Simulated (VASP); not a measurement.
# PbS in VASP: settings compared

PbS is run at these levels: PBE, r2SCAN; tasks: single point.

All numbers are computed with VASP 6.6.1; they aren't measurements. Logs are shortened: lines on timing, memory, paths and dates and some standing lists are left out, and cuts for length are marked.

**1. The cell of the first run**

The structure is cubic, space group F-43m (No. 216). Conventional cell: a = 6.482 Å, b = 6.482 Å, c = 6.482 Å, α = 90.00°, β = 90.00°, γ = 90.00°. Pb (site symmetry -43m) has 4 S at 2.81 Å within 3.7 Å. S (site symmetry -43m) has 4 Pb at 2.81 Å within 3.7 Å.

**2. Single point, PBE (strain -1.8%)**

Input file INCAR:

```
  PREC = Accurate
  ENCUT = 520
  EDIFF = 1E-6
  ISMEAR = -1
  SIGMA = 0.02
  LREAL = F
  LASPH = T
  NELM = 100
  ALGO = Normal
  ISIF = 2
  LWAVE = F
  LCHARG = F
  GGA = PE
  NBANDS = 17
```

Input file KPOINTS:

```
Automatic mesh
0
Gamma
  6 6 6
```

Input file POSCAR:

```
PbS
1.0
    0.0000000000      3.2412298107      3.2412298107
    3.2412298107      0.0000000000      3.2412298107
    3.2412298107      3.2412298107      0.0000000000
Pb S
1 1
Direct
    0.0000000000      0.0000000000      0.0000000000
    0.2500000000      0.2500000000      0.2500000000
```

Potentials or basis: VASP PAW PBE potentials, release 64 (Pb_d, S).

The run is started by

```console
cat potpaw_PBE.64/Pb_d/POTCAR potpaw_PBE.64/S/POTCAR > POTCAR
mpirun -np 1 vasp_std > vasp.out
```

OUTCAR:

```text
PREC = Accurate
   ENCUT = 520
   EDIFF = 1E-6
   ISMEAR = -1
   LREAL = F
   LASPH = T
   NELM = 100
   ISIF = 2
   GGA = PE

 ion  position               nearest neighbor table
   1  0.000  0.000  0.000-   2 2.81   2 2.81   2 2.81   2 2.81
   2  0.250  0.250  0.250-   1 2.81   1 2.81   1 2.81   1 2.81

  LATTYP: Found a face centered cubic cell.
 ALAT       =     6.4824596214

  Lattice vectors:

 A1 = (   0.0000000000,   3.2412298107,   3.2412298107)
 A2 = (   3.2412298107,   0.0000000000,   3.2412298107)
 A3 = (   3.2412298107,   3.2412298107,   0.0000000000)

Analysis of symmetry for initial positions (statically):
[... 5 lines left out ...]
 face centered cubic supercell.

 Subroutine GETGRP returns: Found 24 space group operations
 (whereof 24 operations were pure point group operations)
 out of a pool of 48 trial point group operations.

The static configuration has the point symmetry T_d .

Analysis of symmetry for dynamics (positions and initial velocities):
[... 5 lines left out ...]
 face centered cubic supercell.

 Subroutine GETGRP returns: Found 24 space group operations
 (whereof 24 operations were pure point group operations)
 out of a pool of 48 trial point group operations.

The dynamic configuration has the point symmetry T_d .

 Subroutine INISYM returns: Found 24 space group operations
 (whereof 24 operations are pure point group operations),
 and found     1 'primitive' translations

----------------------------------------------------------------------------------------

                                     Primitive cell

  volume of cell :      68.1019

  direct lattice vectors                    reciprocal lattice vectors
     0.000000000  3.241229811  3.241229811    -0.154262434  0.154262434  0.154262434
     3.241229811  0.000000000  3.241229811     0.154262434 -0.154262434  0.154262434
     3.241229811  3.241229811  0.000000000     0.154262434  0.154262434 -0.154262434

  length of vectors
     4.583791157  4.583791157  4.583791157     0.267190374  0.267190374  0.267190374

  position of ions in fractional coordinates (direct lattice)
     0.000000000  0.000000000  0.000000000
     0.250000000  0.250000000  0.250000000

  ion indices of the primitive-cell ions
[... 55 lines left out ...]
   NGXF,Y,Z  is equivalent  to a cutoff of  26.11, 26.11, 26.11 a.u.
 SYSTEM =  unknown system
   PREC   = accura    normal or accurate (medium, high low for compatibility)
   ISTART =      0    job   : 0-new  1-cont  2-samecut
   ICHARG =      2    charge: 1-file 2-atom 10-const
   ISPIN  =      1    spin polarized calculation?
   LNONCOLLINEAR =      F non collinear calculations
   LSORBIT =      F    spin-orbit coupling
   LASPH  =      T    aspherical Exc in radial PAW
   ENCUT  =  520.0 eV  38.22 Ry    6.18 a.u.   8.52  8.52  8.52*2*pi/ulx,y,z
   NELM   =    100;   NELMIN=  2; NELMDL= -5     # of ELM steps
   EDIFF  = 0.1E-05   stopping-criterion for ELM
   LREAL  =      F    real-space projection
   EDIFFG = 0.1E-04   stopping-criterion for IOM
   NSW    =      0    number of steps for IOM
   IBRION =     -1    ionic relax: 0-MD 1-quasi-New 2-CG
   NFREE  =      0    steps in history (QN), initial steepest desc. (CG)
   ISIF   =      2    stress and relaxation
   ISYM   =      2    0-nonsym 1-usesym 2-fastsym
   POTIM  = 0.5000    time-step for ionic-motion
   TEBEG  =    0.0;   TEEND  =   0.0 temperature during run
   PSTRESS=    0.0 pullay stress
   NELECT =      20.0000    total number of electrons
   NUPDOWN=      -1.0000    fix difference up-down
   EMIN   =  10.00;   EMAX   =-10.00  energy-range for DOS
   EFERMI =   0.00;   METHOD = LEGACY
   ISMEAR =    -1;   SIGMA  =   0.02  broadening in eV -4-tet -1-fermi 0-gaus
   EFERMI_NEDOS =   21; number of points for ismear=-14 and -15
   IALGO  =     38    algorithm
   IMIX   =      4    mixing-type and parameters
     AMIX     =   0.40;   BMIX     =  1.00
     AMIX_MAG =   1.60;   BMIX_MAG =  1.00
  volume/ion in A,a.u.               =      34.05       229.79
  Fermi-wavevector in a.u.,A,eV,Ry     =   1.088174  2.056351 16.110966  1.184123
  Thomas-Fermi vector in A             =   2.224350
   LORBIT       =      0    0 simple, 1 ext, 2 COOP (PROOUT), +10 PAW based schemes
   GGA     = PE    functional components
   LHFCALC =     F    Hartree Fock is set to
   AEXX    =    0.0000 exact exchange contribution
   IVDW    =     0    specifies the selected vdW correction
   LEPSILON=     F    determine dielectric tensor
   LRPA    =     F    only Hartree local field effects (RPA)
 non-spin polarized calculation
  energy-cutoff  :      520.00
  volume of cell :       68.10
 maximum number of plane-waves:      1853
 NGX is ok and might be reduce to    36
   NGX = 17   NGY = 17   NGZ = 17

 number of electron      20.0000004 magnetization

 Free energy of the ion-electron system (eV)
  ---------------------------------------------------
  ext. energy  EPLUGINS =         0.00000000
  ---------------------------------------------------
  free energy    TOTEN  =        -8.36047428 eV

  energy without entropy =       -8.36047428  energy(sigma->0) =       -8.36047428

 E-fermi :   3.6938     XC(G=0):  -8.1551

 val. band max:        3.2917059184   @ k =  -0.3333   0.5000   0.1667
 cond. band min:       4.0770314070   @ k =   0.5000   0.5000   0.0000
 fundamental gap:      0.7853254886
 Fermi energy:         3.6938256283

 k-point     1 :       0.0000    0.0000    0.0000
  band No.  band energies     occupation
      1     -13.2925      2.00000
      2     -13.2925      2.00000
      3     -13.2925      2.00000
      4     -13.2441      2.00000
      5     -13.2441      2.00000
      6      -9.5800      2.00000
[... 297 lines left out ...]
      4     -13.2508      2.00000
      5     -13.2361      2.00000
      6      -8.4108      2.00000
[... 9 lines left out ...]
     16      13.0976      0.00000
     17      13.1929      0.00000

------------------------ aborting loop because EDIFF is reached ----------------------------------------

  FORCE on cell =-STRESS in cart. coord.  units (eV):
  Direction    XX          YY          ZZ          XY          YZ          ZX
  --------------------------------------------------------------------------------------
  -------------------------------------------------------------------------------------
  Total        1.2960066      1.2960066      1.2960066     -0.0000000      0.0000000      0.0000000
  in kB       30.4900627     30.4900627     30.4900627     -0.0000000      0.0000000      0.0000000
  external PRESSURE =      30.4900627 kB  Pullay stress =       0.0000000 kB

 VOLUME and BASIS-vectors are now :
 -----------------------------------------------------------------------------
  energy-cutoff  :      520.00
  volume of cell :       68.10
      direct lattice vectors                 reciprocal lattice vectors
     0.000000000  3.241229811  3.241229811    -0.154262434  0.154262434  0.154262434
     3.241229811  0.000000000  3.241229811     0.154262434 -0.154262434  0.154262434
     3.241229811  3.241229811  0.000000000     0.154262434  0.154262434 -0.154262434

 POSITION                                       TOTAL-FORCE (eV/Angst)
 -----------------------------------------------------------------------------------
      0.00000      0.00000      0.00000        -0.000000     -0.000000     -0.000000
      1.62061      1.62061      1.62061         0.000000      0.000000      0.000000
 -----------------------------------------------------------------------------------
    total drift:                                0.000000      0.000000      0.000000

  FREE ENERGIE OF THE ION-ELECTRON SYSTEM (eV)
  ---------------------------------------------------
  free  energy   TOTEN  =        -8.3604742845 eV

  energy  without entropy=       -8.3604742843  energy(sigma->0) =       -8.36047428
```

stdout:

```text
POSCAR found type information on POSCAR PbS
 POSCAR found :  2 types and       2 ions
 scaLAPACK will be used
 LDA part: xc-table for (Slater+PW92), standard interpolation
 POSCAR, INCAR and KPOINTS ok, starting setup
 FFT: planning ... GRIDC
 FFT: planning ... GRID_SOFT
 FFT: planning ... GRID
 WAVECAR not read
 entering main loop
```

Run time: 43 s. Hardware: 1 thread of AMD EPYC 7R43 (Zen 3), shared host; peak memory 0.16 GiB.

What came out:

| Item | Value |
| --- | --- |
| Free energy | -8.3605 eV |
| Pressure | 3.0 GPa |
| Band gap on the k mesh | 0.79 eV, indirect (least direct gap 1.18 eV) |

Caveat: the cell differs from its parent crystal (strain -1.8%); spin-orbit coupling is left out, which moves the levels of the heavy elements. A k mesh can miss the band edges.

**3. Single point, PBE (shear xy strain +4.8%)**

Input file INCAR:

```
SYSTEM = PbS
PREC = Accurate ; ENCUT = 520
EDIFF = 1E-6 ; ISMEAR = -1
SIGMA = 0.02 ; LREAL = .False.
LASPH = .True. ; NELM = 80
ALGO = Normal ; ISIF = 2
LWAVE = .False. ; LCHARG = .True.
GGA = PE ; LELF = .True.
LVHAR = .True. ; NBANDS = 17
```

Input file KPOINTS:

```
Automatic mesh
0
Gamma
  6 6 6
  0 0 0
```

Input file POSCAR:

```
PbS
1.0
    0.0785632646      3.3009775035      3.3009775035
    3.3009775035      0.0785632646      3.3009775035
    3.3795407681      3.3795407681      0.0000000000
Pb S
1 1
Direct
    0.0040675892      0.0040675892     -0.0040675892
    0.2459324108      0.2459324108      0.2540675892
```

Potentials or basis: VASP PAW PBE potentials, release 64 (Pb_d, S).

The run is started by

```console
cat potpaw_PBE.64/Pb_d/POTCAR potpaw_PBE.64/S/POTCAR > POTCAR
mpirun -np 1 vasp_std > vasp.out
```

It took 1.8 min on 1 thread of AMD EPYC 7R43 (Zen 3), shared host; peak memory 0.19 GiB.

Results (log left out):

* Free energy: -8.4083 eV
* Pressure: 0.7 GPa
* Largest force: 0.010 eV/Å
* Band gap on the k mesh: 0.91 eV, indirect (least direct gap 1.27 eV)

Forces on the atoms (eV/Å):
```
Pb   0.000  0.000  0.010
S    0.000  0.000 -0.010
```

Stress tensor (GPa, compression positive):
```
0.67 0.25 0.00
0.25 0.67 0.00
0.00 0.00 0.62
```

Levels at points of the mesh, in eV from the valence-band top:
```tsv
k point	band 8	band 9	band 10	band 11	band 12	band 13
(0.00, 0.00, 0.00)	-1.67	-1.61	-1.54	2.49	2.62	2.74
(0.50, 0.00, 0.00)	-2.19	-2.13	-1.92	3.24	3.27	3.80
(0.50, 0.50, 0.00)	-2.93	-2.68	-0.40	0.98	5.18	5.24
(0.00, 0.00, 0.50)	-2.10	-2.03	-1.69	3.35	3.38	3.65
(0.50, 0.00, 0.50)	-2.81	-2.81	-0.35	0.91	5.13	5.18
```

Caveat: the cell differs from its parent crystal (shear xy strain +4.8%); spin-orbit coupling is left out, which moves the levels of the heavy elements.

**4. Single point, r2SCAN (uniaxial x strain -1.6%)**

Input file POSCAR:

```
PbS
1.0
    0.0000000000      3.3009775035      3.3009775035
    3.2475016679      0.0000000000      3.3009775035
    3.2475016679      3.3009775035      0.0000000000
Pb S
1 1
Direct
    0.0000000000      0.0000000000      0.0000000000
    0.2500000000      0.2500000000      0.2500000000
```

Input file INCAR.step1:

```
SYSTEM = PbS
PREC = Accurate ; ENCUT = 520
ISMEAR = 0 ; SIGMA = 0.01
LREAL = .False. ; LASPH = .True.
NELM = 80 ; NBANDS = 17
GGA = PE ; ALGO = Normal
EDIFF = 1E-4 ; LWAVE = .True.
LCHARG = .False.
```

Input file INCAR.step2:

```
SYSTEM = PbS
PREC = Accurate ; ENCUT = 520
EDIFF = 1E-7 ; ISMEAR = 0
SIGMA = 0.01 ; LREAL = .False.
LASPH = .True. ; NELM = 80
ALGO = Normal ; ISIF = 2
LWAVE = .False. ; LCHARG = .True.
METAGGA = R2SCAN ; LMIXTAU = .True.
LELF = .True. ; LVHAR = .True.
NBANDS = 17 ; ISTART = 1
```

Input file KPOINTS:

```
regular mesh
0
Gamma
  6 6 6
  0 0 0
```

The run is started by

```console
cat potpaw_PBE.64/Pb_d/POTCAR potpaw_PBE.64/S/POTCAR > POTCAR
cp INCAR.step1 INCAR
mpirun -np 1 vasp_std > vasp.out
cp INCAR.step2 INCAR
mpirun -np 1 vasp_std > vasp.out
```

Run time: 4.4 min. Hardware: 1 thread of AMD EPYC 7R43 (Zen 3), shared host; peak memory 0.19 GiB.

The run converged. Its results:

* Free energy: -65.1097 eV
* Pressure: 0.6 GPa
* Band gap on the k mesh: 0.97 eV, indirect (least direct gap 1.41 eV)

Levels at points of the mesh, in eV from the valence-band top:
```
           k point  band 6  band 7  band 8  band 9  band 10  band 11  band 12  band 13  band 14  band 15
(0.00, 0.00, 0.00)  -13.23   -5.90   -1.83   -1.83    -1.78     2.78     2.83     2.83     5.52     9.07
(0.50, 0.00, 0.00)  -12.45   -7.88   -2.37   -2.31    -1.90     3.53     3.56     3.96     7.33     9.02
(0.50, 0.50, 0.00)  -12.15   -8.32   -3.05   -3.04    -0.39     1.02     5.56     5.65     6.32     9.20
(0.00, 0.50, 0.50)  -12.13   -8.27   -3.10   -3.10    -0.46     0.97     5.62     5.62     6.39     9.20
```

Caveat: the cell differs from its parent crystal (uniaxial x strain -1.6%); the PAW data sets were made with another functional, which shifts forces and pressure a little; spin-orbit coupling is left out, which moves the levels of the heavy elements. A k mesh can miss the band edges.

**5. Summary**

| level | cell | smearing | gap on the mesh (eV) | pressure (GPa) |
| --- | --- | --- | --- | --- |
| PBE | a = 4.584 Å, angles 60.0°, 2 atoms | fermi-dirac 0.02 eV | 0.79 | 3.0 |
| PBE | a = 4.669, b = 4.669, c = 4.779 Å, angles 59.2, 59.2, 58.4°, 2 atoms | fermi-dirac 0.02 eV | 0.91 | 0.7 |
| r2SCAN | a = 4.668, b = 4.631, c = 4.631 Å, angles 60.5, 59.7, 59.7°, 2 atoms | gaussian 0.01 eV | 0.97 | 0.6 |

Alike in all rows: task single point; potentials or basis VASP PAW PBE potentials, release 64 (Pb_d, S); no spin polarisation; k mesh 6 × 6 × 6; cutoff (eV) 520.

Caveats: spin-orbit coupling is left out, which moves the levels of the heavy elements; the PAW data sets were made with another functional, which shifts forces and pressure a little (some runs).

Total energies depend on the potentials used, so only differences within one code and one set of settings carry meaning.
